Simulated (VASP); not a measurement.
Input of a VASP 6.6.1 run:

Contents of INCAR:

```
  PREC = Accurate
  ENCUT = 520
  EDIFF = 1E-7
  ISMEAR = 0
  SIGMA = 0.05
  LREAL = F
  LASPH = T
  NELM = 60
  ALGO = Normal
  ISIF = 2
  LWAVE = F
  LCHARG = T
  GGA = PE
  LELF = T
  LVHAR = T
  NBANDS = 25
```

KPOINTS

```
regular mesh
0
Gamma
  6 6 10
```

Contents of POSCAR:

```
SiO2
1.0
    4.3989785218      0.0000000000      0.0000000000
    0.0000000000      4.3989785218      0.0000000000
    0.0000000000      0.0000000000      2.7933422760
Si O
2 4
Direct
    0.5000000000      0.5000000000      0.5000000000
    0.0000000000      0.0000000000      0.0000000000
    0.6930127928      0.6930127928      0.0000000000
    0.1930127928      0.8069872072      0.5000000000
    0.3069872072      0.3069872072      0.0000000000
    0.8069872072      0.1930127928      0.5000000000
```

Potentials or basis: VASP PAW PBE potentials, release 64 (Si, O).

The run is started by

```bash
$ cat potpaw_PBE.64/Si/POTCAR potpaw_PBE.64/O/POTCAR > POTCAR
$ mpirun -np 1 vasp_std > vasp.out
```

(1) What does it give for the pressure?

(2) Estimate the largest force.

(3) Predict the band gap on the k mesh.

Results:

(1) -26.4 GPa.

(2) 0.670 eV/Å.

(3) 3.19 eV.

Caveat: the cell stands under tension.
